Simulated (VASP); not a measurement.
# HfN (P-6m2) in VASP: notebook

HfN is run at these levels: PBE, PBEsol; tasks: single point.

Program: VASP 6.6.1. These are calculated values, not measurements. Logs are shortened: lines on timing, memory, paths and dates and some standing lists are left out, and cuts for length are marked.

### Step 1. The cell of the first run

It takes space group P-6m2 (No. 187, hexagonal). Conventional cell: a = 3.099 Å, b = 3.099 Å, c = 2.913 Å, α = 90.00°, β = 90.00°, γ = 120.00°. Within 3.0 Å of Hf (site symmetry -6m2) lie 6 N at 2.31 Å and 2 Hf at 2.91 Å. Within 3.0 Å of N (site symmetry -6m2) lie 6 Hf at 2.31 Å and 2 N at 2.91 Å.

### Step 2. Single point, PBE

The input, INCAR:

```
SYSTEM = HfN
ALGO = Normal
EDIFF = 1E-6
ENCUT = 600
GGA = PE
GGA_COMPAT = .False.
ISIF = 2
ISMEAR = -5
LASPH = .True.
LCHARG = .False.
LREAL = .False.
LWAVE = .False.
NBANDS = 14
NELM = 120
PREC = Accurate
SIGMA = 0.1
```

The input, KPOINTS:

```
k-points
0
Gamma
  14 14 12
  0 0 0
```

The input, POSCAR:

```
HfN
1.0
    3.0990149869      0.0000000000      0.0000000000
   -1.5495074934      2.6838257053      0.0000000000
    0.0000000000      0.0000000000      2.9130017211
Hf N
1 1
Direct
    0.0000000000      0.0000000000      0.0000000000
    0.6666666667      0.3333333333      0.5000000000
```

Potentials or basis: VASP PAW PBE potentials, release 64 (Hf_pv, N).

Launch:

```bash
$ cat potpaw_PBE.64/Hf_pv/POTCAR potpaw_PBE.64/N/POTCAR > POTCAR
$ mpirun -np 1 vasp_std > vasp.out
```

OUTCAR:

```text
SYSTEM = HfN
   EDIFF = 1E-6
   ENCUT = 600
   GGA = PE
   ISIF = 2
   ISMEAR = -5
   LASPH = .True.
   LREAL = .False.
   NELM = 120
   PREC = Accurate

 ion  position               nearest neighbor table
   1  0.000  0.000  0.000-   2 2.31   2 2.31   2 2.31   2 2.31   2 2.31   2 2.31
   2  0.667  0.333  0.500-   1 2.31   1 2.31   1 2.31   1 2.31   1 2.31   1 2.31

  LATTYP: Found a hexagonal cell.
 ALAT       =     3.0990149869
 C/A-ratio  =     0.9399766485

  Lattice vectors:

 A1 = (   3.0990149869,   0.0000000000,   0.0000000000)
 A2 = (  -1.5495074934,   2.6838257053,   0.0000000000)
 A3 = (   0.0000000000,   0.0000000000,   2.9130017211)

Analysis of symmetry for initial positions (statically):
=====================================================================
 Subroutine PRICEL returns:
 Original cell was already a primitive cell.

 Routine SETGRP: Setting up the symmetry group for a
 hexagonal supercell.

 Subroutine GETGRP returns: Found 12 space group operations
 (whereof 12 operations were pure point group operations)
 out of a pool of 24 trial point group operations.

The static configuration has the point symmetry D_3h.

Analysis of symmetry for dynamics (positions and initial velocities):
=====================================================================
 Subroutine PRICEL returns:
 Original cell was already a primitive cell.

 Routine SETGRP: Setting up the symmetry group for a
 hexagonal supercell.

 Subroutine GETGRP returns: Found 12 space group operations
 (whereof 12 operations were pure point group operations)
 out of a pool of 24 trial point group operations.

The dynamic configuration has the point symmetry D_3h.

 Subroutine INISYM returns: Found 12 space group operations
 (whereof 12 operations are pure point group operations),
 and found     1 'primitive' translations

----------------------------------------------------------------------------------------

                                     Primitive cell

  volume of cell :      24.2281

  direct lattice vectors                    reciprocal lattice vectors
     3.099014987  0.000000000  0.000000000     0.322683177  0.186301219  0.000000000
    -1.549507493  2.683825705  0.000000000     0.000000000  0.372602438  0.000000000
     0.000000000  0.000000000  2.913001721     0.000000000  0.000000000  0.343288503

  length of vectors
     3.099014987  3.099014987  2.913001721     0.372602438  0.372602438  0.343288503

  position of ions in fractional coordinates (direct lattice)
     0.000000000  0.000000000  0.000000000
     0.666666667  0.333333333  0.500000000

  ion indices of the primitive-cell ions
   primitive index   ion index
                 1           1
                 2           2

----------------------------------------------------------------------------------------

 KPOINTS: k-points

Automatic generation of k-mesh.
 Grid dimensions read from file:
 generate k-points for:   14   14   12

 Generating k-lattice:

  Cartesian coordinates                     Fractional coordinates (reciprocal lattice)
     0.023048798  0.013307230  0.000000000     0.071428571  0.000000000  0.000000000
     0.000000000  0.026614460  0.000000000     0.000000000  0.071428571  0.000000000
     0.000000000  0.000000000  0.028607375     0.000000000  0.000000000  0.083333333

  Length of vectors
     0.026614460  0.026614460  0.028607375

  Shift w.r.t. Gamma in fractional coordinates (k-lattice)
     0.000000000  0.000000000  0.000000000

 TETIRR: Found   2436 inequivalent tetrahedra from    14112

 Subroutine IBZKPT returns following result:
 ===========================================

 Found    168 irreducible k-points:

 Following reciprocal coordinates:
            Coordinates               Weight
  0.000000  0.000000  0.000000      1.000000
  0.071429 -0.000000  0.000000      6.000000
  0.142857 -0.000000  0.000000      6.000000
  0.214286 -0.000000  0.000000      6.000000
  0.285714 -0.000000  0.000000      6.000000
  0.357143 -0.000000  0.000000      6.000000
[... 16 lines left out ...]
  0.285714  0.285714  0.000000      6.000000
  0.357143  0.285714  0.000000      6.000000
 [... further k-points ...]
   k-points           NKPTS =    168   k-points in BZ     NKDIM =    168   number of bands    NBANDS=     14
   number of dos      NEDOS =    301   number of ions     NIONS =      2
   total plane-waves  NPLWV =  18816
   dimension x,y,z NGX =    28 NGY =   28 NGZ =   24
   dimension x,y,z NGXF=    56 NGYF=   56 NGZF=   48
   ions per type =               1   1
   NGX,Y,Z   is equivalent  to a cutoff of  15.02, 15.02, 13.70 a.u.
   NGXF,Y,Z  is equivalent  to a cutoff of  30.04, 30.04, 27.39 a.u.
 SYSTEM =  HfN
   PREC   = accura    normal or accurate (medium, high low for compatibility)
   ISTART =      0    job   : 0-new  1-cont  2-samecut
   ICHARG =      2    charge: 1-file 2-atom 10-const
   ISPIN  =      1    spin polarized calculation?
   LNONCOLLINEAR =      F non collinear calculations
   LSORBIT =      F    spin-orbit coupling
   LASPH  =      T    aspherical Exc in radial PAW
   ENCUT  =  600.0 eV  44.10 Ry    6.64 a.u.   6.19  6.19  5.82*2*pi/ulx,y,z
   NELM   =    120;   NELMIN=  2; NELMDL= -5     # of ELM steps
   EDIFF  = 0.1E-05   stopping-criterion for ELM
   LREAL  =      F    real-space projection
   EDIFFG = 0.1E-04   stopping-criterion for IOM
   NSW    =      0    number of steps for IOM
   IBRION =     -1    ionic relax: 0-MD 1-quasi-New 2-CG
   NFREE  =      0    steps in history (QN), initial steepest desc. (CG)
   ISIF   =      2    stress and relaxation
   ISYM   =      2    0-nonsym 1-usesym 2-fastsym
   POTIM  = 0.5000    time-step for ionic-motion
   TEBEG  =    0.0;   TEEND  =   0.0 temperature during run
   PSTRESS=    0.0 pullay stress
   NELECT =      15.0000    total number of electrons
   NUPDOWN=      -1.0000    fix difference up-down
   EMIN   =  10.00;   EMAX   =-10.00  energy-range for DOS
   EFERMI =   0.00;   METHOD = LEGACY
   ISMEAR =    -5;   SIGMA  =   0.10  broadening in eV -4-tet -1-fermi 0-gaus
   EFERMI_NEDOS =   21; number of points for ismear=-14 and -15
   IALGO  =     38    algorithm
   IMIX   =      4    mixing-type and parameters
     AMIX     =   0.40;   BMIX     =  1.00
     AMIX_MAG =   1.60;   BMIX_MAG =  1.00
  volume/ion in A,a.u.               =      12.11        81.75
  Fermi-wavevector in a.u.,A,eV,Ry     =   1.395294  2.636723 26.488433  1.946845
  Thomas-Fermi vector in A             =   2.518760
   LORBIT       =      0    0 simple, 1 ext, 2 COOP (PROOUT), +10 PAW based schemes
   GGA     = PE    functional components
   LHFCALC =     F    Hartree Fock is set to
   AEXX    =    0.0000 exact exchange contribution
   IVDW    =     0    specifies the selected vdW correction
   LEPSILON=     F    determine dielectric tensor
   LRPA    =     F    only Hartree local field effects (RPA)
 non-spin polarized calculation
 Fermi weights with tetrahedron method with Bloechl corrections
  energy-cutoff  :      600.00
  volume of cell :       24.23
 maximum number of plane-waves:       827
 NGX is ok and might be reduce to    28
   NGX = 13   NGY = 13   NGZ = 11

 number of electron      15.0000002 magnetization

 Free energy of the ion-electron system (eV)
  ---------------------------------------------------
  ext. energy  EPLUGINS =         0.00000000
  ---------------------------------------------------
  free energy    TOTEN  =       -20.97373718 eV

  energy without entropy =      -20.97373718  energy(sigma->0) =      -20.97373718

 E-fermi :   6.8189     XC(G=0): -12.4349

 val. band max:        6.8265903848   @ k =   0.2143   0.1429   0.2500
 cond. band min:       6.8062441028   @ k =   0.2857   0.1429   0.5000
 fundamental gap:     -0.0203462820
 Fermi energy:         6.8189366157

 k-point     1 :       0.0000    0.0000    0.0000
  band No.  band energies     occupation
      1     -23.4440      2.00000
      2     -23.4440      2.00000
      3     -23.2380      2.00000
      4      -9.2476      2.00000
      5       3.4317      2.00000
      6       3.4317      2.00000
      7       4.5860      2.00000
      8       5.2217      2.00000
      9       8.9025      0.00000
     10      11.6661      0.00000
     11      11.6661      0.00000
     12      12.7570      0.00000
     13      12.7570      0.00000
     14      19.8542      0.00000

 k-point     2 :       0.0714   -0.0000    0.0000
  band No.  band energies     occupation
      1     -23.4928      2.00000
      2     -23.4541      2.00000
      3     -23.2322      2.00000
      4      -9.1561      2.00000
      5       3.1381      2.00000
      6       3.4985      2.00000
      7       4.6932      2.00000
      8       5.1164      2.00000
      9       9.3021      0.00000
     10      11.4400      0.00000
     11      11.6874      0.00000
     12      12.7070      0.00000
     13      12.8452      0.00000
     14      19.8675      0.00000

 k-point     3 :       0.1429   -0.0000    0.0000
  band No.  band energies     occupation
      1     -23.6269      2.00000
      2     -23.4824      2.00000
      3     -23.2160      2.00000
      4      -8.8996      2.00000
      5       2.4707      2.00000
      6       3.6829      2.00000
      7       4.8385      2.00000
      8       4.9798      2.00000
      9      10.2515      0.00000
     10      10.9205      0.00000
     11      11.7696      0.00000
     12      12.5703      0.00000
     13      13.0538      0.00000
     14      19.8777      0.00000
[... 324 lines left out ...]
 k-point    23 :       0.2857    0.2857    0.0000
  band No.  band energies     occupation
      1     -24.1794      2.00000
      2     -23.9254      2.00000
      3     -23.1098      2.00000
      4      -7.1481      2.00000
      5       0.8395      2.00000
      6       2.7497      2.00000
      7       3.5607      2.00000
      8       7.5372      0.00000
      9       9.4133      0.00000
     10      10.2514      0.00000
     11      11.4766      0.00000
     12      15.3089      0.00000
     13      17.9554      0.00000
     14      19.6762      0.00000

 k-point    24 :       0.3571    0.2857    0.0000
  band No.  band energies     occupation
      1     -24.1548      2.00000
      2     -23.9843      2.00000
      3     -23.1061      2.00000
      4      -7.0822      2.00000
      5       0.9332      2.00000
      6       2.5250      2.00000
      7       3.5368      2.00000
      8       7.8370      0.00000
      9       9.5021      0.00000
     10      10.1181      0.00000
     11      10.9953      0.00000
     12      15.4512      0.00000
     13      18.7513      0.00000
     14      19.9175      0.00000

 [... further k-points ...]

------------------------ aborting loop because EDIFF is reached ----------------------------------------

  FORCE on cell =-STRESS in cart. coord.  units (eV):
  Direction    XX          YY          ZZ          XY          YZ          ZX
  --------------------------------------------------------------------------------------
  -------------------------------------------------------------------------------------
  Total       -0.2663123     -0.2663123     -0.4619702     -0.0000000     -0.0000000     -0.0000000
  in kB      -17.6109632    -17.6109632    -30.5496221     -0.0000000     -0.0000000     -0.0000000
  external PRESSURE =     -21.9238495 kB  Pullay stress =       0.0000000 kB

 VOLUME and BASIS-vectors are now :
 -----------------------------------------------------------------------------
  energy-cutoff  :      600.00
  volume of cell :       24.23
      direct lattice vectors                 reciprocal lattice vectors
     3.099014987  0.000000000  0.000000000     0.322683177  0.186301219  0.000000000
    -1.549507493  2.683825705  0.000000000     0.000000000  0.372602438  0.000000000
     0.000000000  0.000000000  2.913001721     0.000000000  0.000000000  0.343288503

 POSITION                                       TOTAL-FORCE (eV/Angst)
 -----------------------------------------------------------------------------------
      0.00000      0.00000      0.00000         0.000000     -0.000000      0.000000
      1.54951      0.89461      1.45650        -0.000000      0.000000      0.000000
 -----------------------------------------------------------------------------------
    total drift:                               -0.000000      0.000000      0.000000

  FREE ENERGIE OF THE ION-ELECTRON SYSTEM (eV)
  ---------------------------------------------------
  free  energy   TOTEN  =       -20.9737371816 eV

  energy  without entropy=      -20.9737371816  energy(sigma->0) =      -20.97373718
```

It took 43 s on 1 thread of Intel Xeon Platinum 8488C (Sapphire Rapids), shared host; peak memory 0.21 GiB.

Results:

| Property | Result |
| --- | --- |
| Free energy | -20.9737 eV |
| Pressure | -2.2 GPa |

Stress tensor (GPa, compression positive):
```
-1.76  0.00  0.00
 0.00 -1.76  0.00
 0.00  0.00 -3.05
```

Levels at points of the mesh, in eV from the Fermi level:
| k point | band 3 | band 4 | band 5 | band 6 | band 7 | band 8 | band 9 | band 10 | band 11 | band 12 |
| --- | --- | --- | --- | --- | --- | --- | --- | --- | --- | --- |
| (0.00, 0.00, 0.00) | -30.06 | -16.07 | -3.39 | -3.39 | -2.23 | -1.60 | 2.08 | 4.85 | 4.85 | 5.94 |
| (0.50, 0.00, 0.00) | -29.94 | -14.17 | -6.62 | -3.28 | -2.19 | -1.70 | 4.85 | 5.04 | 6.44 | 6.55 |
| (0.00, 0.00, 0.50) | -30.16 | -13.67 | -7.67 | -2.60 | -2.60 | 1.55 | 1.55 | 3.84 | 4.42 | 4.42 |
| (0.50, 0.00, 0.50) | -30.34 | -14.33 | -5.71 | -4.64 | -4.24 | 0.75 | 5.02 | 6.61 | 7.93 | 7.99 |

Caveat: spin-orbit coupling is left out, which moves the levels of the heavy elements; tetrahedron occupations give inexact forces and stress in metals.

### Step 3. Single point, PBE

The input, INCAR:

```
  ALGO = Normal
  EDIFF = 1E-6
  ENCUT = 600
  GGA = PE
  GGA_COMPAT = F
  ISIF = 2
  ISMEAR = 0
  LASPH = T
  LCHARG = F
  LREAL = F
  LWAVE = F
  NBANDS = 14
  NELM = 120
  PREC = Accurate
  SIGMA = 0.05
```

The input, KPOINTS:

```
k-points
0
Gamma
  14 14 12
```

POSCAR is that of step 2.

Potentials or basis: VASP PAW PBE potentials, release 64 (Hf_pv, N).

Launch:

```bash
$ cat potpaw_PBE.64/Hf_pv/POTCAR potpaw_PBE.64/N/POTCAR > POTCAR
$ mpirun -np 1 vasp_std > vasp.out
```

OUTCAR:

```text
EDIFF = 1E-6
   ENCUT = 600
   GGA = PE
   ISIF = 2
   ISMEAR = 0
   LASPH = T
   LREAL = F
   NELM = 120
   PREC = Accurate

 ion  position               nearest neighbor table
   1  0.000  0.000  0.000-   2 2.31   2 2.31   2 2.31   2 2.31   2 2.31   2 2.31
   2  0.667  0.333  0.500-   1 2.31   1 2.31   1 2.31   1 2.31   1 2.31   1 2.31

  LATTYP: Found a hexagonal cell.
 ALAT       =     3.0990149869
 C/A-ratio  =     0.9399766485

  Lattice vectors:

[... 594 lines left out ...]
 [... further k-points ...]

------------------------ aborting loop because EDIFF is reached ----------------------------------------

  FORCE on cell =-STRESS in cart. coord.  units (eV):
  Direction    XX          YY          ZZ          XY          YZ          ZX
  --------------------------------------------------------------------------------------
  -------------------------------------------------------------------------------------
  Total       -0.2860598     -0.2860598     -0.3681384     -0.0000000      0.0000000     -0.0000000
  in kB      -18.9168440    -18.9168440    -24.3446192     -0.0000000      0.0000000     -0.0000000
  external PRESSURE =     -20.7261024 kB  Pullay stress =       0.0000000 kB

 VOLUME and BASIS-vectors are now :
 -----------------------------------------------------------------------------
  energy-cutoff  :      600.00
  volume of cell :       24.23
      direct lattice vectors                 reciprocal lattice vectors
     3.099014987  0.000000000  0.000000000     0.322683177  0.186301219  0.000000000
    -1.549507493  2.683825705  0.000000000     0.000000000  0.372602438  0.000000000
     0.000000000  0.000000000  2.913001721     0.000000000  0.000000000  0.343288503

 POSITION                                       TOTAL-FORCE (eV/Angst)
 -----------------------------------------------------------------------------------
      0.00000      0.00000      0.00000         0.000000     -0.000000      0.000000
      1.54951      0.89461      1.45650        -0.000000      0.000000      0.000000
 -----------------------------------------------------------------------------------
    total drift:                               -0.000000      0.000000      0.000000

  FREE ENERGIE OF THE ION-ELECTRON SYSTEM (eV)
  ---------------------------------------------------
  free  energy   TOTEN  =       -20.9730171158 eV

  energy  without entropy=      -20.9704105094  energy(sigma->0) =      -20.97171381
```

It took 39 s on 1 thread of Intel Xeon Platinum 8488C (Sapphire Rapids), shared host; peak memory 0.2 GiB.

Results:

| Property | Result |
| --- | --- |
| Free energy | -20.9730 eV |
| Pressure | -2.1 GPa |

Stress tensor (GPa, compression positive):
```
-1.89  0.00  0.00
 0.00 -1.89  0.00
 0.00  0.00 -2.43
```

Levels at points of the mesh, in eV from the Fermi level:
```csv
k point,band 4,band 5,band 6,band 7,band 8,band 9,band 10,band 11
"(0.00, 0.00, 0.00)",-16.09,-3.41,-3.41,-2.25,-1.62,2.06,4.83,4.83
"(0.50, 0.00, 0.00)",-14.20,-6.64,-3.30,-2.21,-1.72,4.83,5.02,6.43
"(0.00, 0.00, 0.50)",-13.69,-7.69,-2.62,-2.62,1.54,1.54,3.83,4.39
"(0.50, 0.00, 0.50)",-14.35,-5.73,-4.66,-4.27,0.73,5.00,6.60,7.91
```

Caveat: spin-orbit coupling is left out, which moves the levels of the heavy elements.

### Step 4. Single point, PBEsol

The input, INCAR:

```
PREC     = Accurate       # precision mode
ENCUT    = 600            # plane-wave cutoff, eV
EDIFF    = 1E-6           # SCF threshold, eV
ISMEAR   = 0              # smearing method
SIGMA    = 0.05           # smearing width, eV
LREAL    = False          # projectors in reciprocal space
LASPH    = True           # aspherical terms in the spheres
NELM     = 120            # most SCF steps
ALGO     = Normal         # electronic algorithm
ISIF     = 2              # what is computed and relaxed
LWAVE    = False          # write WAVECAR
LCHARG   = True           # write CHGCAR
GGA      = PS             # functional
LELF     = True           # ELF
LVHAR    = True         
NBANDS   = 14             # bands
GGA_COMPAT= False
```

The input, KPOINTS:

```
regular mesh
0
Gamma
  14 14 12
```

POSCAR is that of step 3.

Launch:

```bash
$ cat potpaw_PBE.64/Hf_pv/POTCAR potpaw_PBE.64/N/POTCAR > POTCAR
$ mpirun -np 1 vasp_std > vasp.out
```

Wall time 38 s (1 thread of Intel Xeon Platinum 8488C (Sapphire Rapids), shared host); peak memory 0.2 GiB.

It converged, with:

```yaml
Free_energy: -22.1521 eV
Pressure: -9.7 GPa
```

Stress tensor (GPa, compression positive):
```
 -9.20   0.00   0.00
  0.00  -9.20   0.00
  0.00   0.00 -10.70
```

Levels at points of the mesh, in eV from the Fermi level:
```csv
k point,band 4,band 5,band 6,band 7,band 8,band 9,band 10,band 11
"(0.00, 0.00, 0.00)",-16.02,-3.39,-3.39,-2.26,-1.58,2.06,4.85,4.85
"(0.50, 0.00, 0.00)",-14.09,-6.65,-3.29,-2.18,-1.74,4.86,5.01,6.45
"(0.00, 0.00, 0.50)",-13.58,-7.71,-2.60,-2.60,1.53,1.53,3.87,4.38
"(0.50, 0.00, 0.50)",-14.25,-5.73,-4.66,-4.26,0.74,5.00,6.62,7.95
```

Caveat: the PAW data sets were made with another functional, which shifts forces and pressure a little; spin-orbit coupling is left out, which moves the levels of the heavy elements.

### Step 5. Overview

```tsv
level	smearing	gap on the mesh (eV)	pressure (GPa)
PBE	tetrahedron	none	-2.2
PBE	gaussian 0.05 eV	none	-2.1
PBEsol	gaussian 0.05 eV	none	-9.7
```

Alike in all rows: task single point; potentials or basis VASP PAW PBE potentials, release 64 (Hf_pv, N); no spin polarisation; cell a = 3.099, b = 3.099, c = 2.913 Å, angles 90.0, 90.0, 120.0°, 2 atoms; k mesh 14 × 14 × 12; cutoff (eV) 600.

Every run on the cell as given and a fine mesh finds a metal. The pressure there spans -9.7 GPa (PBEsol) to -2.1 GPa (PBE); a positive pressure means that this level wants a larger cell, a negative one a smaller.

Caveats: spin-orbit coupling is left out, which moves the levels of the heavy elements; tetrahedron occupations give inexact forces and stress in metals (some runs); the PAW data sets were made with another functional, which shifts forces and pressure a little (some runs).

Absolute energies hang on the potentials; compare differences alone.
